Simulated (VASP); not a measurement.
# CuI (Cmcm) in VASP: a series of runs, part 2 of 3

VASP 6.6.1. The steps go on from the part before.

## 3. Electric field gradients, PBE (volume scaled by 1.01)

File INCAR:

```
SYSTEM = CuI
PREC     = Accurate       ! precision mode
ENCUT    = 520            ! plane-wave cutoff, eV
EDIFF    = 1E-8           ! SCF threshold, eV
ISMEAR   = -1             ! smearing method
SIGMA    = 0.02           ! smearing width, eV
LREAL    = .False.        ! projectors in reciprocal space
LASPH    = .True.         ! aspherical terms in the spheres
NELM     = 60             ! most SCF steps
ALGO     = Normal         ! electronic algorithm
ISIF     = 2              ! what is computed and relaxed
LWAVE    = .False.        ! write WAVECAR
LCHARG   = .False.        ! write CHGCAR
GGA      = PE             ! functional
LEFG     = .True.       
NBANDS   = 26             ! bands
```

File KPOINTS:

```
Automatic mesh
0
Gamma
  5 5 6
  0 0 0
```

File POSCAR:

```
CuI
1.0
    3.7455702312     -3.7234156512      0.0000000000
    3.7455702312      3.7234156512      0.0000000000
    0.0000000000      0.0000000000      4.3213067375
Cu I
2 2
Direct
    0.4204388300      0.5795611700      0.7500000000
    0.5795611700      0.4204388300      0.2500000000
    0.7700426800      0.2299573200      0.7500000000
    0.2299573200      0.7700426800      0.2500000000
```

Potentials or basis: VASP PAW PBE potentials, release 64 (Cu, I).

On the command line:

```
cat potpaw_PBE.64/Cu/POTCAR potpaw_PBE.64/I/POTCAR > POTCAR
mpirun -np 1 vasp_std > vasp.out
```

OUTCAR:

```text
SYSTEM = CuI
   PREC = Accurate
   ENCUT = 520
   EDIFF = 1E-8
   ISMEAR = -1
   LREAL = .False.
   LASPH = .True.
   NELM = 60
   ISIF = 2
   GGA = PE

 ion  position               nearest neighbor table
   1  0.420  0.580  0.750-   2 2.46   2 2.46   4 2.58   4 2.58   3 2.60
   2  0.580  0.420  0.250-   1 2.46   1 2.46   3 2.58   3 2.58   4 2.60
   3  0.770  0.230  0.750-   2 2.58   2 2.58   1 2.60
   4  0.230  0.770  0.250-   1 2.58   1 2.58   2 2.60

  LATTYP: Found a base centered orthorhombic cell.
 ALAT       =     7.4468313024
 B/A-ratio  =     1.0059500690
 C/A-ratio  =     0.5802879859

  Lattice vectors:

 A1 = (  -3.7455702312,  -3.7234156512,   0.0000000000)
 A2 = (   3.7455702312,  -3.7234156512,   0.0000000000)
 A3 = (   0.0000000000,   0.0000000000,   4.3213067375)

Analysis of symmetry for initial positions (statically):
=====================================================================
 Subroutine PRICEL returns:
 Original cell was already a primitive cell.

 Routine SETGRP: Setting up the symmetry group for a
 base centered orthorhombic supercell.

 Subroutine GETGRP returns: Found  8 space group operations
 (whereof  4 operations were pure point group operations)
 out of a pool of  8 trial point group operations.

The static configuration has the point symmetry C_2h.
 The point group associated with its full space group is D_2h.

Analysis of symmetry for dynamics (positions and initial velocities):
=====================================================================
 Subroutine PRICEL returns:
 Original cell was already a primitive cell.

 Routine SETGRP: Setting up the symmetry group for a
 base centered orthorhombic supercell.

 Subroutine GETGRP returns: Found  8 space group operations
 (whereof  4 operations were pure point group operations)
 out of a pool of  8 trial point group operations.

The dynamic configuration has the point symmetry C_2h.
 The point group associated with its full space group is D_2h.

 Subroutine INISYM returns: Found  8 space group operations
 (whereof  4 operations are pure point group operations),
 and found     1 'primitive' translations

----------------------------------------------------------------------------------------

                                     Primitive cell

  volume of cell :     120.5326

  direct lattice vectors                    reciprocal lattice vectors
     3.745570231 -3.723415651  0.000000000     0.133491022 -0.134285303  0.000000000
     3.745570231  3.723415651  0.000000000     0.133491022  0.134285303  0.000000000
     0.000000000  0.000000000  4.321306737     0.000000000  0.000000000  0.231411483

  length of vectors
     5.281393800  5.281393800  4.321306737     0.189347289  0.189347289  0.231411483

  position of ions in fractional coordinates (direct lattice)
     0.420438830  0.579561170  0.750000000
     0.579561170  0.420438830  0.250000000
     0.770042680  0.229957320  0.750000000
     0.229957320  0.770042680  0.250000000
[... 91 lines left out ...]
   NUPDOWN=      -1.0000    fix difference up-down
   EMIN   =  10.00;   EMAX   =-10.00  energy-range for DOS
   EFERMI =   0.00;   METHOD = LEGACY
   ISMEAR =    -1;   SIGMA  =   0.02  broadening in eV -4-tet -1-fermi 0-gaus
   EFERMI_NEDOS =   21; number of points for ismear=-14 and -15
   IALGO  =     38    algorithm
   IMIX   =      4    mixing-type and parameters
     AMIX     =   0.40;   BMIX     =  1.00
     AMIX_MAG =   1.60;   BMIX_MAG =  1.00
  volume/ion in A,a.u.               =      30.13       203.35
  Fermi-wavevector in a.u.,A,eV,Ry     =   1.094311  2.067948 16.293206  1.197517
  Thomas-Fermi vector in A             =   2.230613
   LORBIT       =      0    0 simple, 1 ext, 2 COOP (PROOUT), +10 PAW based schemes
   GGA     = PE    functional components
   LHFCALC =     F    Hartree Fock is set to
   AEXX    =    0.0000 exact exchange contribution
   IVDW    =     0    specifies the selected vdW correction
   LEPSILON=     F    determine dielectric tensor
   LRPA    =     F    only Hartree local field effects (RPA)
 non-spin polarized calculation
  energy-cutoff  :      520.00
  volume of cell :      120.53
 maximum number of plane-waves:      3270
   NGX = 19   NGY = 19   NGZ = 17

 number of electron      35.9999975 magnetization

 Free energy of the ion-electron system (eV)
  ---------------------------------------------------
  ext. energy  EPLUGINS =         0.00000000
  ---------------------------------------------------
  free energy    TOTEN  =       -10.93342397 eV

  energy without entropy =      -10.93342397  energy(sigma->0) =      -10.93342397

 E-fermi :   4.1806     XC(G=0):  -8.5436

 val. band max:        3.7466519588   @ k =   0.0000   0.0000   0.0000
 cond. band min:       4.7721632843   @ k =   0.0000   0.0000   0.0000
 fundamental gap:      1.0255113254
 Fermi energy:         4.1805537246

 k-point     1 :       0.0000    0.0000    0.0000
  band No.  band energies     occupation
      1     -10.0486      2.00000
      2      -9.3285      2.00000
      3      -1.7545      2.00000
      4      -0.4283      2.00000
      5      -0.2118      2.00000
      6      -0.1333      2.00000
[... 685 lines left out ...]
     25      11.2951      0.00000
     26      11.7779      0.00000

 [... further k-points ...]

------------------------ aborting loop because EDIFF is reached ----------------------------------------

  FORCE on cell =-STRESS in cart. coord.  units (eV):
  Direction    XX          YY          ZZ          XY          YZ          ZX
  --------------------------------------------------------------------------------------
  -------------------------------------------------------------------------------------
  Total        0.6109601      0.8194330      0.7997151      0.0000000      0.0000000      0.0000000
  in kB        8.1211757     10.8922966     10.6301972      0.0000000      0.0000000      0.0000000
  external PRESSURE =       9.8812231 kB  Pullay stress =       0.0000000 kB

 VOLUME and BASIS-vectors are now :
 -----------------------------------------------------------------------------
  energy-cutoff  :      520.00
  volume of cell :      120.53
      direct lattice vectors                 reciprocal lattice vectors
     3.745570231 -3.723415651  0.000000000     0.133491022 -0.134285303  0.000000000
     3.745570231  3.723415651  0.000000000     0.133491022  0.134285303  0.000000000
     0.000000000  0.000000000  4.321306737     0.000000000  0.000000000  0.231411483

 POSITION                                       TOTAL-FORCE (eV/Angst)
 -----------------------------------------------------------------------------------
      3.74557      0.59248      3.24098         0.000000      0.098872      0.000000
      3.74557     -0.59248      1.08033         0.000000     -0.098872      0.000000
      3.74557     -2.01096      3.24098         0.000000     -0.063339     -0.000000
      3.74557      2.01096      1.08033         0.000000      0.063339      0.000000
 -----------------------------------------------------------------------------------
    total drift:                                0.000000     -0.000000      0.000000

  FREE ENERGIE OF THE ION-ELECTRON SYSTEM (eV)
  ---------------------------------------------------
  free  energy   TOTEN  =       -10.9334239742 eV

  energy  without entropy=      -10.9334239742  energy(sigma->0) =      -10.93342397

 Electric field gradients (V/A^2)
---------------------------------------------------------------------
 ion       V_xx      V_yy      V_zz      V_xy      V_xz      V_yz
---------------------------------------------------------------------
   1      52.501   -13.848   -38.652     0.000    -0.000     0.000
   2      52.501   -13.848   -38.652     0.000    -0.000     0.000
   3    -407.151   301.738   105.414    -0.000     0.000     0.000
   4    -407.151   301.738   105.414     0.000    -0.000    -0.000
---------------------------------------------------------------------

 Electric field gradients after diagonalization (V/A^2)
 (convention: |V_zz| > |V_xx| > |V_yy|)
----------------------------------------------------------------------
 ion       V_xx      V_yy      V_zz     asymmetry (V_yy - V_xx)/ V_zz
----------------------------------------------------------------------
   1     -38.652   -13.848    52.501       0.472
   2     -38.652   -13.848    52.501       0.472
   3     301.738   105.414  -407.151       0.482
   4     301.738   105.414  -407.151       0.482
----------------------------------------------------------------------

           NMR quadrupolar parameters

 Cq : quadrupolar parameter    Cq=e*Q*V_zz/h
 eta: asymmetry parameters     (V_yy - V_xx)/ V_zz
 Q  : nuclear electric quadrupole moment in mb (millibarn)
----------------------------------------------------------------------
 ion       Cq(MHz)       eta       Q (mb)
----------------------------------------------------------------------
   1       0.127       0.472       1.000
   2       0.127       0.472       1.000
   3      -0.984       0.482       1.000
   4      -0.984       0.482       1.000
----------------------------------------------------------------------
```

Run time: 64 s. Hardware: 1 thread of Intel Xeon 6975P-C (Granite Rapids), shared host; peak memory 0.27 GiB.

Results:

| Property | Result |
| --- | --- |
| Free energy | -10.9334 eV |
| Pressure | 1.0 GPa |
| Largest force | 0.099 eV/Å |
| Band gap on the k mesh | 1.03 eV, direct |

Forces on the atoms (eV/Å):
```
Cu   0.000  0.099  0.000
Cu   0.000 -0.099  0.000
I    0.000 -0.063  0.000
I    0.000  0.063  0.000
```

Electric field gradients, principal values (V/Å²):
| atom | least | middle | greatest (by size) |
| --- | --- | --- | --- |
| 1 Cu | -13.848 | -38.652 | 52.501 |
| 2 Cu | -13.848 | -38.652 | 52.501 |
| 3 I | 105.414 | 301.738 | -407.151 |
| 4 I | 105.414 | 301.738 | -407.151 |

Caveat: without QUAD_EFG the Cq values of the log hold for a quadrupole moment of 1 mb, not for the nuclei; spin-orbit coupling is left out, which moves the levels of the heavy elements. A k mesh can miss the band edges.

(Continued in part 3 of 3.)
